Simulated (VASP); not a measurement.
Input of a VASP 6.6.1 run:

File INCAR:

```
PREC = Accurate ; ENCUT = 520
EDIFF = 1E-6 ; ISMEAR = -1
SIGMA = 0.05 ; LREAL = False
LASPH = True ; NELM = 150
ALGO = Normal ; ISIF = 2
LWAVE = False ; LCHARG = False
LNONCOLLINEAR = True ; MAGMOM = 0 0 0 0 0 0
LORBIT = 11 ; LSORBIT = True
GGA_COMPAT = False ; LORBMOM = True
NBANDS = 28
```

File KPOINTS:

```
regular mesh
0
Gamma
  5 5 5
```

Contents of POSCAR:

```
BaS
1.0
    0.0000000000      3.1937500000      3.1937500000
    3.1937500000      0.0000000000      3.1937500000
    3.1937500000      3.1937500000      0.0000000000
Ba S
1 1
Direct
    0.0000000000      0.0000000000      0.0000000000
    0.5000000000      0.5000000000      0.5000000000
```

Potentials or basis: VASP PAW LDA potentials, release 64 (Ba_sv, S).

Launch:

```console
$ cat potpaw_LDA.64/Ba_sv/POTCAR potpaw_LDA.64/S/POTCAR > POTCAR
$ mpirun -np 1 vasp_ncl > vasp.out
```

(1) What does it give for the net moment?

(2) Estimate the pressure.

Answers

(1) 0.00 μB per cell.

(2) -1.8 GPa.
